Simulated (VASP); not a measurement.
# Rb3ClO (Pm-3m) in VASP: further runs, part 2 of 2

VASP 6.6.1. The steps go on from the part before.

## (3) Relaxation of cell and atoms, LDA, target pressure 5 GPa, at which the enthalpy is minimised

The input, INCAR:

```
SYSTEM = Rb3ClO
PREC = Accurate
ENCUT = 600
EDIFF = 1E-7
ISMEAR = 0
SIGMA = 0.01
LREAL = .FALSE.
LASPH = .TRUE.
NELM = 80
ALGO = Normal
ISIF = 3
LWAVE = .FALSE.
LCHARG = .FALSE.
IBRION = 2
NSW = 80
EDIFFG = -0.005
PSTRESS = 50.0
```

The input, KPOINTS:

```
Automatic mesh
0
G
  4 4 4
  0 0 0
```

The input, POSCAR:

```
Rb3ClO
1.0
    5.5336790000      0.0000000000      0.0000000000
    0.0000000000      5.5336790000      0.0000000000
    0.0000000000      0.0000000000      5.5336790000
Rb Cl O
3 1 1
Direct
    0.0000000000      0.0000000000      0.5000000000
    0.0000000000      0.5000000000      0.0000000000
    0.5000000000      0.0000000000      0.0000000000
    0.5000000000      0.5000000000      0.5000000000
    0.0000000000      0.0000000000      0.0000000000
```

Potentials or basis: VASP PAW LDA potentials, release 64 (Rb_sv, Cl, O).

Run with:

```console
$ cat potpaw_LDA.64/Rb_sv/POTCAR potpaw_LDA.64/Cl/POTCAR potpaw_LDA.64/O/POTCAR > POTCAR
$ mpirun -np 1 vasp_std > vasp.out
```

OUTCAR:

```text
SYSTEM = Rb3ClO
   PREC = Accurate
   ENCUT = 600
   EDIFF = 1E-7
   ISMEAR = 0
   LREAL = .FALSE.
   LASPH = .TRUE.
   NELM = 80
   ISIF = 3
   IBRION = 2
   NSW = 80
   EDIFFG = -0.005
   PSTRESS = 50.0

 ion  position               nearest neighbor table
   1  0.000  0.000  0.500-   5 2.77   5 2.77   4 3.91   2 3.91   2 3.91   3 3.91   3 3.91   2 3.91
                             4 3.91   2 3.91   3 3.91   4 3.91   3 3.91   4 3.91
   2  0.000  0.500  0.000-   5 2.77   5 2.77   4 3.91   1 3.91   1 3.91   4 3.91   1 3.91   3 3.91
                             3 3.91   1 3.91   3 3.91   4 3.91   4 3.91   3 3.91
   3  0.500  0.000  0.000-   5 2.77   5 2.77   4 3.91   1 3.91   1 3.91   4 3.91   2 3.91   4 3.91
                             4 3.91   1 3.91   2 3.91   2 3.91   1 3.91   2 3.91
   4  0.500  0.500  0.500-   1 3.91   2 3.91   3 3.91   2 3.91   3 3.91   1 3.91   3 3.91   3 3.91
                             1 3.91   2 3.91   2 3.91   1 3.91
   5  0.000  0.000  0.000-   1 2.77   2 2.77   3 2.77   1 2.77   2 2.77   3 2.77

  LATTYP: Found a simple cubic cell.
 ALAT       =     5.5336790000

  Lattice vectors:

 A1 = (   5.5336790000,   0.0000000000,   0.0000000000)
 A2 = (   0.0000000000,   5.5336790000,   0.0000000000)
 A3 = (   0.0000000000,   0.0000000000,   5.5336790000)

Analysis of symmetry for initial positions (statically):
=====================================================================
 Subroutine PRICEL returns:
 Original cell was already a primitive cell.

 Routine SETGRP: Setting up the symmetry group for a
 simple cubic supercell.

 Subroutine GETGRP returns: Found 48 space group operations
 (whereof 48 operations were pure point group operations)
 out of a pool of 48 trial point group operations.

The static configuration has the point symmetry O_h .

Analysis of symmetry for dynamics (positions and initial velocities):
=====================================================================
 Subroutine PRICEL returns:
 Original cell was already a primitive cell.

 Routine SETGRP: Setting up the symmetry group for a
 simple cubic supercell.

 Subroutine GETGRP returns: Found 48 space group operations
 (whereof 48 operations were pure point group operations)
 out of a pool of 48 trial point group operations.

The dynamic configuration has the point symmetry O_h .

 Subroutine INISYM returns: Found 48 space group operations
 (whereof 48 operations are pure point group operations),
 and found     1 'primitive' translations

----------------------------------------------------------------------------------------

                                     Primitive cell

  volume of cell :     169.4501

  direct lattice vectors                    reciprocal lattice vectors
     5.533679000  0.000000000  0.000000000     0.180711603  0.000000000  0.000000000
     0.000000000  5.533679000  0.000000000     0.000000000  0.180711603  0.000000000
     0.000000000  0.000000000  5.533679000     0.000000000  0.000000000  0.180711603

  length of vectors
     5.533679000  5.533679000  5.533679000     0.180711603  0.180711603  0.180711603

  position of ions in fractional coordinates (direct lattice)
     0.000000000  0.000000000  0.500000000
     0.000000000  0.500000000  0.000000000
     0.500000000  0.000000000  0.000000000
     0.500000000  0.500000000  0.500000000
     0.000000000  0.000000000  0.000000000

  ion indices of the primitive-cell ions
   primitive index   ion index
                 1           1
                 2           2
                 3           3
                 4           4
                 5           5

----------------------------------------------------------------------------------------

 KPOINTS: Automatic mesh

Automatic generation of k-mesh.
 Grid dimensions read from file:
 generate k-points for:    4    4    4

 Generating k-lattice:

  Cartesian coordinates                     Fractional coordinates (reciprocal lattice)
     0.045177901  0.000000000  0.000000000     0.250000000  0.000000000  0.000000000
     0.000000000  0.045177901  0.000000000     0.000000000  0.250000000  0.000000000
     0.000000000  0.000000000  0.045177901     0.000000000  0.000000000  0.250000000

  Length of vectors
     0.045177901  0.045177901  0.045177901

  Shift w.r.t. Gamma in fractional coordinates (k-lattice)
     0.000000000  0.000000000  0.000000000

 Subroutine IBZKPT returns following result:
 ===========================================

 Found     10 irreducible k-points:

 Following reciprocal coordinates:
            Coordinates               Weight
  0.000000  0.000000  0.000000      1.000000
  0.250000  0.000000  0.000000      6.000000
  0.500000  0.000000  0.000000      3.000000
  0.250000  0.250000  0.000000     12.000000
  0.500000  0.250000  0.000000     12.000000
  0.500000  0.500000  0.000000      3.000000
  0.250000  0.250000  0.250000      8.000000
  0.500000  0.250000  0.250000     12.000000
  0.500000  0.500000  0.250000      6.000000
  0.500000  0.500000  0.500000      1.000000
   k-points           NKPTS =     10   k-points in BZ     NKDIM =     10   number of bands    NBANDS=     24
   number of dos      NEDOS =    301   number of ions     NIONS =      5
   total plane-waves  NPLWV = 110592
   dimension x,y,z NGX =    48 NGY =   48 NGZ =   48
   dimension x,y,z NGXF=    96 NGYF=   96 NGZF=   96
   ions per type =               3   1   1
   NGX,Y,Z   is equivalent  to a cutoff of  14.42, 14.42, 14.42 a.u.
   NGXF,Y,Z  is equivalent  to a cutoff of  28.84, 28.84, 28.84 a.u.
 SYSTEM =  Rb3ClO
   PREC   = accura    normal or accurate (medium, high low for compatibility)
   ISTART =      0    job   : 0-new  1-cont  2-samecut
   ICHARG =      2    charge: 1-file 2-atom 10-const
   ISPIN  =      1    spin polarized calculation?
   LNONCOLLINEAR =      F non collinear calculations
   LSORBIT =      F    spin-orbit coupling
   LASPH  =      T    aspherical Exc in radial PAW
   ENCUT  =  600.0 eV  44.10 Ry    6.64 a.u.  11.05 11.05 11.05*2*pi/ulx,y,z
   NELM   =     80;   NELMIN=  2; NELMDL= -5     # of ELM steps
   EDIFF  = 0.1E-06   stopping-criterion for ELM
   LREAL  =      F    real-space projection
   EDIFFG = -.5E-02   stopping-criterion for IOM
   NSW    =     80    number of steps for IOM
   IBRION =      2    ionic relax: 0-MD 1-quasi-New 2-CG
   NFREE  =      1    steps in history (QN), initial steepest desc. (CG)
   ISIF   =      3    stress and relaxation
   ISYM   =      2    0-nonsym 1-usesym 2-fastsym
   POTIM  = 0.5000    time-step for ionic-motion
   TEBEG  =    0.0;   TEEND  =   0.0 temperature during run
   PSTRESS=   50.0 pullay stress
   NELECT =      40.0000    total number of electrons
   NUPDOWN=      -1.0000    fix difference up-down
   EMIN   =  10.00;   EMAX   =-10.00  energy-range for DOS
   EFERMI =   0.00;   METHOD = LEGACY
   ISMEAR =     0;   SIGMA  =   0.01  broadening in eV -4-tet -1-fermi 0-gaus
   EFERMI_NEDOS =   21; number of points for ismear=-14 and -15
   IALGO  =     38    algorithm
   IMIX   =      4    mixing-type and parameters
     AMIX     =   0.40;   BMIX     =  1.00
     AMIX_MAG =   1.60;   BMIX_MAG =  1.00
  volume/ion in A,a.u.               =      33.89       228.70
  Fermi-wavevector in a.u.,A,eV,Ry     =   1.011768  1.911964 13.927932  1.023674
  Thomas-Fermi vector in A             =   2.144837
   LORBIT       =      0    0 simple, 1 ext, 2 COOP (PROOUT), +10 PAW based schemes
   GGA     = CA    functional components
   LHFCALC =     F    Hartree Fock is set to
   AEXX    =    0.0000 exact exchange contribution
   IVDW    =     0    specifies the selected vdW correction
   LEPSILON=     F    determine dielectric tensor
   LRPA    =     F    only Hartree local field effects (RPA)
 conjugate gradient relaxation of ions
 non-spin polarized calculation
 Gauss-broadening in eV      SIGMA  =   0.01
  energy-cutoff  :      600.00
  volume of cell :      169.45
 maximum number of plane-waves:      5695
 NGX is ok and might be reduce to    48
   NGX = 23   NGY = 23   NGZ = 23

--------------------------------------- Ionic step        1  -------------------------------------------

 number of electron      39.9999995 magnetization

 Free energy of the ion-electron system (eV)
  ---------------------------------------------------
  ext. energy  EPLUGINS =         0.00000000
  ---------------------------------------------------
  free energy    TOTEN  =       -17.76864873 eV

  energy without entropy =      -17.76864873  energy(sigma->0) =      -17.76864873

------------------------ aborting loop because EDIFF is reached ----------------------------------------

  FORCE on cell =-STRESS in cart. coord.  units (eV):
  Direction    XX          YY          ZZ          XY          YZ          ZX
  --------------------------------------------------------------------------------------
  -------------------------------------------------------------------------------------
  Total       -2.4830553     -2.4830553     -2.4830553      0.0000000     -0.0000000      0.0000000
  in kB      -23.4776750    -23.4776750    -23.4776750      0.0000000     -0.0000000      0.0000000
  external PRESSURE =     -73.4776750 kB  Pullay stress =      50.0000000 kB
[... 151 lines left out ...]
--------------------------------------- Ionic step        5  -------------------------------------------

 number of electron      39.9999998 magnetization

 Free energy of the ion-electron system (eV)
  ---------------------------------------------------
  ext. energy  EPLUGINS =         0.00000000
  ---------------------------------------------------
  free energy    TOTEN  =       -17.67935665 eV

  energy without entropy =      -17.67935665  energy(sigma->0) =      -17.67935665

 E-fermi :   2.6262     XC(G=0):  -9.0956

 val. band max:        2.5786551255   @ k =   0.0000   0.0000   0.0000
 cond. band min:       2.8539661037   @ k =   0.0000   0.0000   0.0000
 fundamental gap:      0.2753109781
 Fermi energy:         2.6262336614

 k-point     1 :       0.0000    0.0000    0.0000
  band No.  band energies     occupation
      1     -24.7480      2.00000
      2     -24.3992      2.00000
      3     -24.3992      2.00000
      4     -13.7886      2.00000
      5     -12.5193      2.00000
      6      -9.6302      2.00000
[... 295 lines left out ...]
  energy  without entropy=      -17.6793566527  energy(sigma->0) =      -17.67935665

  enthalpy is  TOTEN    =       -13.7170883364 eV   P V=        3.9622683163

 reached required accuracy - stopping structural energy minimisation
```

CONTCAR:

```text
Rb3ClO
   1.00000000000000
     5.0260656064967995   -0.0000000000000000   -0.0000000000000000
     0.0000000000000000    5.0260656064967995    0.0000000000000000
     0.0000000000000000   -0.0000000000000000    5.0260656064967995
  Rb              Cl              O
     3     1     1
Direct
     1.0000000000000000    0.0000000000000000    0.5000000000000000
     0.0000000000000000    0.5000000000000000    1.0000000000000000
     0.5000000000000000    1.0000000000000000    1.0000000000000000
     0.5000000000000000    0.5000000000000000    0.5000000000000000
     0.0000000000000000    1.0000000000000000    1.0000000000000000

  0.00000000E+00  0.00000000E+00  0.00000000E+00
  0.00000000E+00  0.00000000E+00  0.00000000E+00
  0.00000000E+00  0.00000000E+00  0.00000000E+00
  0.00000000E+00  0.00000000E+00  0.00000000E+00
  0.00000000E+00  0.00000000E+00  0.00000000E+00
```

It took 5.1 min on 1 thread of Intel Xeon 8259CL, shared host; peak memory 0.3 GiB.

What came out:

| Item | Value |
| --- | --- |
| Free energy | -17.6794 eV |
| Relaxed volume | 25.39 Å³/atom |
| Relaxed cell | a = 5.026 Å, b = 5.026 Å, c = 5.026 Å, α = 90.00°, β = 90.00°, γ = 90.00° |
| Space group after relaxing (to 0.1 Å) | Pm-3m (No. 221) |
| Energy change on relaxing (the run minimises the enthalpy) | +17.9 meV/atom |
| Ionic steps | 5 |
| Pressure after relaxing | 5.0 GPa |
| Band gap on the k mesh | 0.28 eV |

Step by step:
```csv
step,energy change (eV),largest force (eV/Å),pressure (GPa),volume (Å³)
1,0.0000,0.0000,-2.35,169.45
2,-0.0815,0.0000,2.76,134.12
3,0.0723,0.0000,4.80,127.52
4,0.0957,0.0000,5.07,126.76
5,0.0893,0.0000,4.99,126.97
```

Final structure:
```xyz
5
Lattice="5.0261 0.0000 0.0000 0.0000 5.0261 0.0000 0.0000 0.0000 5.0261" Properties=species:S:1:pos:R:3 pbc="T T T"
Rb    5.0261    0.0000    2.5130
Rb    0.0000    2.5130    5.0261
Rb    2.5130    5.0261    5.0261
Cl    2.5130    2.5130    2.5130
O     0.0000    5.0261    5.0261
```

Caveat: the cell is relaxed towards a set pressure, so the run minimises the enthalpy, not the energy; the volume moved by over 15 % at a fixed basis, so the end points are rough; semilocal functionals underestimate gaps, and a narrow one can read as zero.
